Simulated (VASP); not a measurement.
Write the native input for VASP 6.6.1 that does the following.

```yaml
Task: single point
Functional: PBE
Potentials_or_basis: VASP PAW PBE potentials, release 64 (B, P)
Cutoff: 520 eV
k_mesh: 10 × 10 × 10
Occupations: gaussian, width 0.05 eV
Spin: no spin polarisation
Dipole_correction: no
Further_INCAR_settings: ALGO = Normal; EDIFF = 1e-07; NBANDS = 11
```

The structure of BP lies in POSCAR:

```
BP
1.0
    0.0000000000      2.2349650000      2.2690000000
    2.2690000000      0.0000000000      2.2690000000
    2.2690000000      2.2349650000      0.0000000000
B P
1 1
Direct
    0.0000000000      0.0000000000      0.0000000000
    0.7500000000      0.7500000000      0.7500000000
```

This cell differs from its parent crystal: strain -0.0150 x Voigt [0, 1, 0, 0, 0, 0].

These files were run (other wordings do the same):

INCAR

```
SYSTEM = BP
PREC = Accurate ; ENCUT = 520
EDIFF = 1E-7 ; ISMEAR = 0
SIGMA = 0.05 ; LREAL = .False.
LASPH = .True. ; NELM = 80
ALGO = Normal ; ISIF = 2
LWAVE = .False. ; LCHARG = .True.
GGA = PE ; LELF = .True.
LVHAR = .True. ; NBANDS = 11
```

KPOINTS

```
Automatic mesh
0
Gamma
  10 10 10
  0 0 0
```

Potentials or basis: VASP PAW PBE potentials, release 64 (B, P).

The run is started by

```bash
$ cat potpaw_PBE.64/B/POTCAR potpaw_PBE.64/P/POTCAR > POTCAR
$ mpirun -np 1 vasp_std > vasp.out
```

Results of the run:

- Pressure: 3.5 GPa
- Band gap on the k mesh: 0.99 eV, indirect (least direct gap 3.27 eV)

Caveat: the cell differs from its parent crystal (strain -0.0150 x Voigt [0, 1, 0, 0, 0, 0]).

It took 15 s on 1 thread of Intel(R) Xeon(R) Platinum 8259CL CPU @ 2.50GHz (Skylake/Cascade Lake) (shared host), peak memory 0.15 GiB.
